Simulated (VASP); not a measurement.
# W3C in VASP: a series of runs

W3C is run at these levels: PBE; tasks: single point, relaxation of the atoms.

Program: VASP 6.6.1. These are calculated values, not measurements. Logs are shortened: lines on timing, memory, paths and dates and some standing lists are left out, and cuts for length are marked.

### Step 1. The cell of the first run

The cell holds a slab with vacuum, 4 atoms: a = 2.855 Å, b = 2.855 Å, c = 20.197 Å, α = 90.00°, β = 90.00°, γ = 120.00°.

### Step 2. Single point, PBE

Contents of INCAR:

```
SYSTEM = W3C
  PREC = Accurate
  ENCUT = 520
  EDIFF = 1E-6
  ISMEAR = 0
  SIGMA = 0.1
  LREAL = .FALSE.
  LASPH = .TRUE.
  NELM = 60
  ALGO = Normal
  ISIF = 2
  LWAVE = .FALSE.
  LCHARG = .FALSE.
  LDIPOL = .TRUE.
  IDIPOL = 3
  DIPOL = 0.5 0.5 0.360
  GGA = PE
  NBANDS = 31
```

Contents of KPOINTS:

```
regular mesh
0
G
  9 9 1
  0 0 0
```

Contents of POSCAR:

```
W3C
1.0
    2.8545944806      0.0000000000      0.0000000000
   -1.4272972403      2.4721513377      0.0000000000
    0.0000000000      0.0000000000     20.1971108355
W C
3 1
Direct
    0.6666666667      0.3333333334      0.1980481284
    0.3333333333      0.6666666667      0.3143337982
    0.0000000000      0.0000000000      0.4306116309
    0.0000000000      0.5000000000      0.4956299973
```

Potentials or basis: VASP PAW PBE potentials, release 64 (W_sv, C).

Command:

```sh
cat potpaw_PBE.64/W_sv/POTCAR potpaw_PBE.64/C/POTCAR > POTCAR
mpirun -np 1 vasp_std > vasp.out
```

OUTCAR:

```text
SYSTEM = W3C
   PREC = Accurate
   ENCUT = 520
   EDIFF = 1E-6
   ISMEAR = 0
   LREAL = .FALSE.
   LASPH = .TRUE.
   NELM = 60
   ISIF = 2
   GGA = PE

 ion  position               nearest neighbor table
   1  0.667  0.333  0.198-   2 2.87   2 2.87   2 2.87
   2  0.333  0.667  0.314-   3 2.87   3 2.87   3 2.87   1 2.87   1 2.87   1 2.87
   3  0.000  0.000  0.431-   4 1.94   4 1.94   2 2.87   2 2.87   2 2.87
   4  0.000  0.500  0.496-   3 1.94   3 1.94

  LATTYP: Found a hexagonal cell.
 ALAT       =     2.8545944806
 C/A-ratio  =     7.0752994770

  Lattice vectors:

 A1 = (   2.8545944806,   0.0000000000,   0.0000000000)
 A2 = (  -1.4272972403,   2.4721513377,   0.0000000000)
 A3 = (   0.0000000000,   0.0000000000,  20.1971108355)

Analysis of symmetry for initial positions (statically):
=====================================================================
 Subroutine PRICEL returns:
 Original cell was already a primitive cell.

 Routine SETGRP: Setting up the symmetry group for a
 hexagonal supercell.

 Subroutine GETGRP returns: Found  2 space group operations
 (whereof  2 operations were pure point group operations)
 out of a pool of 24 trial point group operations.

The static configuration has the point symmetry C_1h.

Analysis of symmetry for dynamics (positions and initial velocities):
=====================================================================
 Subroutine PRICEL returns:
 Original cell was already a primitive cell.

 Routine SETGRP: Setting up the symmetry group for a
 hexagonal supercell.

 Subroutine GETGRP returns: Found  2 space group operations
 (whereof  2 operations were pure point group operations)
 out of a pool of 24 trial point group operations.

The dynamic configuration has the point symmetry C_1h.

 Subroutine INISYM returns: Found  2 space group operations
 (whereof  2 operations are pure point group operations),
 and found     1 'primitive' translations

----------------------------------------------------------------------------------------

                                     Primitive cell

  volume of cell :     142.5308

  direct lattice vectors                    reciprocal lattice vectors
     2.854594481  0.000000000  0.000000000     0.350312455  0.202252990  0.000000000
    -1.427297240  2.472151338  0.000000000     0.000000000  0.404505980  0.000000000
     0.000000000  0.000000000 20.197110835     0.000000000  0.000000000  0.049512032

  length of vectors
     2.854594481  2.854594481 20.197110835     0.404505980  0.404505980  0.049512032
[... 93 lines left out ...]
   TEBEG  =    0.0;   TEEND  =   0.0 temperature during run
   PSTRESS=    0.0 pullay stress
   NELECT =      46.0000    total number of electrons
   NUPDOWN=      -1.0000    fix difference up-down
   EMIN   =  10.00;   EMAX   =-10.00  energy-range for DOS
   EFERMI =   0.00;   METHOD = LEGACY
   ISMEAR =     0;   SIGMA  =   0.10  broadening in eV -4-tet -1-fermi 0-gaus
   EFERMI_NEDOS =   21; number of points for ismear=-14 and -15
   IALGO  =     38    algorithm
   IMIX   =      4    mixing-type and parameters
     AMIX     =   0.40;   BMIX     =  1.00
     AMIX_MAG =   1.60;   BMIX_MAG =  1.00
  volume/ion in A,a.u.               =      35.63       240.46
  Fermi-wavevector in a.u.,A,eV,Ry     =   1.122943  2.122055 17.156972  1.261002
  Thomas-Fermi vector in A             =   2.259607
   LORBIT       =      0    0 simple, 1 ext, 2 COOP (PROOUT), +10 PAW based schemes
   GGA     = PE    functional components
   LHFCALC =     F    Hartree Fock is set to
   AEXX    =    0.0000 exact exchange contribution
   IVDW    =     0    specifies the selected vdW correction
   LEPSILON=     F    determine dielectric tensor
   LRPA    =     F    only Hartree local field effects (RPA)
 non-spin polarized calculation
 Gauss-broadening in eV      SIGMA  =   0.10
  energy-cutoff  :      520.00
  volume of cell :      142.53
 maximum number of plane-waves:      3867
 NGX is ok and might be reduce to    24
   NGX = 11   NGY = 11   NGZ = 75

 dipolmoment           0.000000      0.000000     -0.027652 electrons x Angstroem

 number of electron      46.0000000 magnetization

 dipolmoment           0.000000      0.000000      0.055078 electrons x Angstroem

 Free energy of the ion-electron system (eV)
  ---------------------------------------------------
  ext. energy  EPLUGINS =         0.00000000
  ---------------------------------------------------
  free energy    TOTEN  =       -42.67687072 eV

  energy without entropy =      -42.65138761  energy(sigma->0) =      -42.66412917

 E-fermi :   0.3749     XC(G=0):  -6.1321

 val. band max:        0.3407205196   @ k =   0.0000   0.1111   0.0000
 cond. band min:       0.3850652806   @ k =  -0.1111   0.3333   0.0000
 fundamental gap:      0.0443447610
 Fermi energy:         0.3748539870

 k-point     1 :       0.0000    0.0000    0.0000
  band No.  band energies     occupation
      1     -73.3847      2.00000
      2     -73.3385      2.00000
      3     -73.2777      2.00000
      4     -38.0177      2.00000
      5     -37.6573      2.00000
      6     -37.2500      2.00000
[... 805 lines left out ...]
     30       5.8187      0.00000
     31       6.8545      0.00000

 [... further k-points ...]

------------------------ aborting loop because EDIFF is reached ----------------------------------------

 vacuum level on the upper side and lower side of the slab       (xc-potential included)         0.475        -0.942

  FORCE on cell =-STRESS in cart. coord.  units (eV):
  Direction    XX          YY          ZZ          XY          YZ          ZX
  --------------------------------------------------------------------------------------
  -------------------------------------------------------------------------------------
  Total       -0.2106369      1.3954290      0.9350449     -1.3908939     -0.2274363     -0.3939315
  in kB       -2.3677525     15.6859057     10.5107646    -15.6349266     -2.5565927     -4.4281527
  external PRESSURE =       7.9429726 kB  Pullay stress =       0.0000000 kB

 VOLUME and BASIS-vectors are now :
 -----------------------------------------------------------------------------
  energy-cutoff  :      520.00
  volume of cell :      142.53
      direct lattice vectors                 reciprocal lattice vectors
     2.854594481  0.000000000  0.000000000     0.350312455  0.202252990  0.000000000
    -1.427297240  2.472151338  0.000000000     0.000000000  0.404505980  0.000000000
     0.000000000  0.000000000 20.197110835     0.000000000  0.000000000  0.049512032

 POSITION                                       TOTAL-FORCE (eV/Angst)
 -----------------------------------------------------------------------------------
      1.42730      0.82405      4.00000        -0.032295     -0.018645     -0.080899
     -0.00000      1.64810      6.34863         0.150361      0.086811     -0.198905
      0.00000      0.00000      8.69711         0.028527      0.016470      0.183653
     -0.71365      1.23608     10.01029        -0.146593     -0.084636      0.096151
 -----------------------------------------------------------------------------------
    total drift:                                0.000016      0.000009      0.000152

  FREE ENERGIE OF THE ION-ELECTRON SYSTEM (eV)
  ---------------------------------------------------
  free  energy   TOTEN  =       -42.6768707246 eV

  energy  without entropy=      -42.6513876065  energy(sigma->0) =      -42.66412917

 vacuum level on the upper side and lower side of the slab         6.806         5.354
```

OSZICAR:

```text
N       E                     dE             d eps       ncg     rms          rms(c)
DAV:   1     0.517128887948E+03    0.51713E+03   -0.28395E+04  1790   0.142E+03
DAV:   2    -0.254072654403E+02   -0.54254E+03   -0.52912E+03  1827   0.443E+02
DAV:   3    -0.463116729839E+02   -0.20904E+02   -0.20169E+02  1960   0.884E+01
[... 21 lines left out ...]
DAV:  25    -0.426768543010E+02   -0.38866E-04   -0.67789E-06  1548   0.141E-02    0.296E-03
DAV:  26    -0.426768625534E+02   -0.82524E-05   -0.79589E-07  1294   0.477E-03    0.429E-03
DAV:  27    -0.426768687265E+02   -0.61731E-05   -0.63943E-07  1212   0.527E-03    0.251E-03
DAV:  28    -0.426768703282E+02   -0.16017E-05   -0.18085E-07   992   0.268E-03    0.139E-03
DAV:  29    -0.426768707246E+02   -0.39639E-06   -0.14824E-07   901   0.227E-03
   1 F= -.42676871E+02 E0= -.42664129E+02  d E =-.254831E-01
```

It took 5.2 min on 1 thread of Intel Xeon 8259CL, shared host; peak memory 0.33 GiB.

Results:

```
Free energy            : -42.6769 eV
Largest force          : 0.264 eV/Å
Band gap on the k mesh : zero (bands 23 and 24 overlap by 0.78 eV)
```

Forces in eV/Å, atoms in the order of the input:
```
W   -0.032 -0.019 -0.081
W    0.150  0.087 -0.199
W    0.029  0.016  0.184
C   -0.147 -0.085  0.096
```

Levels at points of the mesh, in eV from the Fermi level:
```tsv
k point	band 19	band 20	band 21	band 22	band 23	band 24	band 25	band 26	band 27	band 28
(0.00, 0.00, 0.00)	-1.22	-1.06	-0.72	-0.46	-0.19	-0.05	0.03	0.22	1.42	2.25
```

Caveat: spin-orbit coupling is left out, which moves the levels of the heavy elements.

[end of part 1 of 2]

The gap in the log of VASP goes by the Fermi energy; the results here count the filled bands.